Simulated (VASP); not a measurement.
# Be in VASP: notebook, part 2 of 2

VASP 6.6.1. Earlier steps stand in the parts before.

### 3 Single point, PBEsol (the cell strained at random)

Contents of INCAR:

```
PREC = Accurate
ENCUT = 520
EDIFF = 1E-7
ISMEAR = 0
SIGMA = 0.1
LREAL = False
LASPH = True
NELM = 80
ALGO = Fast
ISIF = 2
LWAVE = False
LCHARG = False
GGA = PS
NBANDS = 7
```

Contents of KPOINTS:

```
regular mesh
0
Gamma
  20 20 20
```

Contents of POSCAR:

```
Be
1.0
   -1.2443866983      1.2116802414      1.2275196903
    1.2619554540     -1.2040111412      1.2374193458
    1.2339106071      1.1935350501     -1.2198505900
Be
1
Direct
    0.0000000000      0.0000000000      0.0000000000
```

Potentials or basis: VASP PAW PBE potentials, release 64 (Be).

Run with:

```
cat potpaw_PBE.64/Be/POTCAR > POTCAR
mpirun -np 1 vasp_std > vasp.out
```

OUTCAR:

```text
PREC = Accurate
   ENCUT = 520
   EDIFF = 1E-7
   ISMEAR = 0
   LREAL = False
   LASPH = True
   NELM = 80
   ISIF = 2
   GGA = PS

 ion  position               nearest neighbor table
   1  0.000  0.000  0.000-

  LATTYP: Found a triclinic cell.
 ALAT       =     5.5359783077
 B/A-ratio  =     0.6291731426
 C/A-ratio  =     0.3857060748
 COS(alpha) =     0.0043765057
 COS(beta)  =     0.2677802586
 COS(gamma) =     0.9477393699

  Lattice vectors:

 A1 = (   4.9741633665,  -0.0286212824,  -2.4298015245)
 A2 = (   2.4782973054,  -0.0181451913,  -2.4473702803)
 A3 = (   1.2514793628,   1.2012041503,   1.2450884461)

Analysis of symmetry for initial positions (statically):
=====================================================================
 Subroutine PRICEL returns:
 Original cell was already a primitive cell.

 Routine SETGRP: Setting up the symmetry group for a
 triclinic supercell.

 Subroutine GETGRP returns: Found  2 space group operations
 (whereof  2 operations were pure point group operations)
 out of a pool of  2 trial point group operations.

The static configuration has the point symmetry S_2 .

Analysis of symmetry for dynamics (positions and initial velocities):
=====================================================================
 Subroutine PRICEL returns:
 Original cell was already a primitive cell.

 Routine SETGRP: Setting up the symmetry group for a
 triclinic supercell.

 Subroutine GETGRP returns: Found  2 space group operations
 (whereof  2 operations were pure point group operations)
 out of a pool of  2 trial point group operations.

The dynamic configuration has the point symmetry S_2 .

 Subroutine INISYM returns: Found  2 space group operations
 (whereof  2 operations are pure point group operations),
 and found     1 'primitive' translations

----------------------------------------------------------------------------------------

                                     Primitive cell

  volume of cell :       7.3981

  direct lattice vectors                    reciprocal lattice vectors
    -1.244386698  1.211680241  1.227519690    -0.001107002  0.414468909  0.404407910
     1.261955454 -1.204011141  1.237419346     0.397828670  0.000448264  0.402852644
     1.233910607  1.193535050 -1.219850590     0.402444389  0.417529361 -0.004167455

  length of vectors
     2.126845517  2.138546477  2.105966943     0.579078112  0.566178509  0.579922083

  position of ions in fractional coordinates (direct lattice)
     0.000000000  0.000000000  0.000000000

  ion indices of the primitive-cell ions
   primitive index   ion index
                 1           1

----------------------------------------------------------------------------------------

 KPOINTS: regular mesh

Automatic generation of k-mesh.
 Grid dimensions read from file:
 generate k-points for:   20   20   20

 Generating k-lattice:

  Cartesian coordinates                     Fractional coordinates (reciprocal lattice)
    -0.000055350  0.020723445  0.020220396     0.050000000  0.000000000  0.000000000
     0.019891434  0.000022413  0.020142632     0.000000000  0.050000000 -0.000000000
     0.020122219  0.020876468 -0.000208373     0.000000000 -0.000000000  0.050000000

  Length of vectors
     0.028953906  0.028308925  0.028996104

  Shift w.r.t. Gamma in fractional coordinates (k-lattice)
     0.000000000  0.000000000  0.000000000

 Subroutine IBZKPT returns following result:
 ===========================================

 Found   4004 irreducible k-points:

 Following reciprocal coordinates:
            Coordinates               Weight
  0.000000  0.000000  0.000000      1.000000
  0.050000  0.000000 -0.000000      2.000000
  0.100000 -0.000000 -0.000000      2.000000
  0.150000  0.000000  0.000000      2.000000
  0.200000 -0.000000 -0.000000      2.000000
  0.250000  0.000000  0.000000      2.000000
[... 16 lines left out ...]
 -0.450000  0.050000  0.000000      2.000000
 -0.400000  0.050000  0.000000      2.000000
 [... further k-points ...]
   k-points           NKPTS =   4004   k-points in BZ     NKDIM =   4004   number of bands    NBANDS=      7
   number of dos      NEDOS =    301   number of ions     NIONS =      1
   total plane-waves  NPLWV =   4096
   dimension x,y,z NGX =    16 NGY =   16 NGZ =   16
   dimension x,y,z NGXF=    32 NGYF=   32 NGZF=   32
   ions per type =               1
   NGX,Y,Z   is equivalent  to a cutoff of  12.51, 12.44, 12.63 a.u.
   NGXF,Y,Z  is equivalent  to a cutoff of  25.01, 24.88, 25.26 a.u.
 SYSTEM =  unknown system
   PREC   = accura    normal or accurate (medium, high low for compatibility)
   ISTART =      0    job   : 0-new  1-cont  2-samecut
   ICHARG =      2    charge: 1-file 2-atom 10-const
   ISPIN  =      1    spin polarized calculation?
   LNONCOLLINEAR =      F non collinear calculations
   LSORBIT =      F    spin-orbit coupling
   LASPH  =      T    aspherical Exc in radial PAW
   ENCUT  =  520.0 eV  38.22 Ry    6.18 a.u.   3.95  3.98  3.92*2*pi/ulx,y,z
   NELM   =     80;   NELMIN=  2; NELMDL= -5     # of ELM steps
   EDIFF  = 0.1E-06   stopping-criterion for ELM
   LREAL  =      F    real-space projection
   EDIFFG = 0.1E-05   stopping-criterion for IOM
   NSW    =      0    number of steps for IOM
   IBRION =     -1    ionic relax: 0-MD 1-quasi-New 2-CG
   NFREE  =      0    steps in history (QN), initial steepest desc. (CG)
   ISIF   =      2    stress and relaxation
   ISYM   =      2    0-nonsym 1-usesym 2-fastsym
   POTIM  = 0.5000    time-step for ionic-motion
   TEBEG  =    0.0;   TEEND  =   0.0 temperature during run
   PSTRESS=    0.0 pullay stress
   NELECT =       2.0000    total number of electrons
   NUPDOWN=      -1.0000    fix difference up-down
   EMIN   =  10.00;   EMAX   =-10.00  energy-range for DOS
   EFERMI =   0.00;   METHOD = LEGACY
   ISMEAR =     0;   SIGMA  =   0.10  broadening in eV -4-tet -1-fermi 0-gaus
   EFERMI_NEDOS =   21; number of points for ismear=-14 and -15
   IALGO  =     68    algorithm
   IMIX   =      4    mixing-type and parameters
     AMIX     =   0.40;   BMIX     =  1.00
     AMIX_MAG =   1.60;   BMIX_MAG =  1.00
  volume/ion in A,a.u.               =       7.40        49.92
  Fermi-wavevector in a.u.,A,eV,Ry     =   1.058552  2.000374 15.245782  1.120533
  Thomas-Fermi vector in A             =   2.193866
   LORBIT       =      0    0 simple, 1 ext, 2 COOP (PROOUT), +10 PAW based schemes
   GGA     = PS    functional components
   LHFCALC =     F    Hartree Fock is set to
   AEXX    =    0.0000 exact exchange contribution
   IVDW    =     0    specifies the selected vdW correction
   LEPSILON=     F    determine dielectric tensor
   LRPA    =     F    only Hartree local field effects (RPA)
 non-spin polarized calculation
 RMM-DIIS sequential band-by-band and
 Gauss-broadening in eV      SIGMA  =   0.10
  energy-cutoff  :      520.00
  volume of cell :        7.40
 maximum number of plane-waves:       215
   NGX =  7   NGY =  7   NGZ =  7

 number of electron       2.0000000 magnetization

 Free energy of the ion-electron system (eV)
  ---------------------------------------------------
  ext. energy  EPLUGINS =         0.00000000
  ---------------------------------------------------
  free energy    TOTEN  =        -3.88984078 eV

  energy without entropy =       -3.88912956  energy(sigma->0) =       -3.88948517

 E-fermi :   8.4437     XC(G=0): -10.8332

 val. band max:        8.4271591343   @ k =  -0.1500   0.4000   0.3500
 cond. band min:       8.4475246713   @ k =   0.3500   0.3000   0.4000
 fundamental gap:      0.0203655371
 Fermi energy:         8.4436667562

 k-point     1 :       0.0000    0.0000    0.0000
  band No.  band energies     occupation
      1      -4.1384      2.00000
      2      28.4286      0.00000
      3      28.8173      0.00000
      4      29.1339      0.00000
      5      39.3767      0.00000
      6      40.5820      0.00000
      7      41.1915      0.00000
[... 221 lines left out ...]
 k-point    24 :      -0.4000    0.0500    0.0000
  band No.  band energies     occupation
      1       0.9196      2.00000
      2      12.7633      0.00000
      3      21.3001      0.00000
      4      24.1964      0.00000
      5      30.7686      0.00000
      6      35.3458      0.00000
      7      44.3898      0.00000

 [... further k-points ...]

------------------------ aborting loop because EDIFF is reached ----------------------------------------

  FORCE on cell =-STRESS in cart. coord.  units (eV):
  Direction    XX          YY          ZZ          XY          YZ          ZX
  --------------------------------------------------------------------------------------
  -------------------------------------------------------------------------------------
  Total        0.2040533      0.4547536      0.2747969      0.0934859     -0.0703923     -0.1452020
  in kB       44.1913028     98.4848530     59.5120782     20.2460029    -15.2446789    -31.4460251
  external PRESSURE =      67.3960780 kB  Pullay stress =       0.0000000 kB

 VOLUME and BASIS-vectors are now :
 -----------------------------------------------------------------------------
  energy-cutoff  :      520.00
  volume of cell :        7.40
      direct lattice vectors                 reciprocal lattice vectors
    -1.244386698  1.211680241  1.227519690    -0.001107002  0.414468909  0.404407910
     1.261955454 -1.204011141  1.237419346     0.397828670  0.000448264  0.402852644
     1.233910607  1.193535050 -1.219850590     0.402444389  0.417529361 -0.004167455

 POSITION                                       TOTAL-FORCE (eV/Angst)
 -----------------------------------------------------------------------------------
      0.00000      0.00000      0.00000         0.000000      0.000000     -0.000000
 -----------------------------------------------------------------------------------
    total drift:                               -0.000000      0.000000      0.000000

  FREE ENERGIE OF THE ION-ELECTRON SYSTEM (eV)
  ---------------------------------------------------
  free  energy   TOTEN  =        -3.8898407776 eV

  energy  without entropy=       -3.8891295566  energy(sigma->0) =       -3.88948517
```

OSZICAR:

```text
N       E                     dE             d eps       ncg     rms          rms(c)
DAV:   1    -0.257584721893E+01   -0.25758E+01   -0.11664E+03 61481   0.236E+02
DAV:   2    -0.390350003431E+01   -0.13277E+01   -0.12681E+01 77854   0.266E+01
DAV:   3    -0.390536574617E+01   -0.18657E-02   -0.18628E-02 62846   0.873E-01
DAV:   4    -0.390536604361E+01   -0.29743E-06   -0.29774E-06 83811   0.109E-02
DAV:   5    -0.390536604446E+01   -0.85713E-09   -0.60929E-10 63882   0.584E-05    0.860E-01
RMM:   6    -0.389412361041E+01    0.11242E-01   -0.90170E-04 56064   0.343E-01    0.527E-01
RMM:   7    -0.388984891982E+01    0.42747E-02   -0.99412E-04 57321   0.345E-01    0.162E-02
RMM:   8    -0.388984014572E+01    0.87741E-05   -0.29527E-05 61071   0.472E-02    0.400E-03
RMM:   9    -0.388984082296E+01   -0.67724E-06   -0.14855E-06 65068   0.103E-02    0.751E-04
RMM:  10    -0.388984077764E+01    0.45316E-07   -0.11280E-07 62001   0.292E-03
   1 F= -.38898408E+01 E0= -.38894852E+01  d E =-.711221E-03
```

Wall time 33 s (1 thread of Intel Xeon 6975P-C (Granite Rapids), shared host); peak memory 0.29 GiB.

What came out:

- Free energy: -3.8898 eV
- Pressure: 6.7 GPa
- Band gap on the k mesh: zero (bands 1 and 2 overlap by 4.82 eV)

Stress tensor (GPa, compression positive):
```
 4.42  2.02 -3.14
 2.02  9.85 -1.52
-3.14 -1.52  5.95
```

Caveat: the cell differs from its parent crystal (the cell strained at random); the cell stands under pressure; the PAW data sets were made with another functional, which shifts forces and pressure a little.
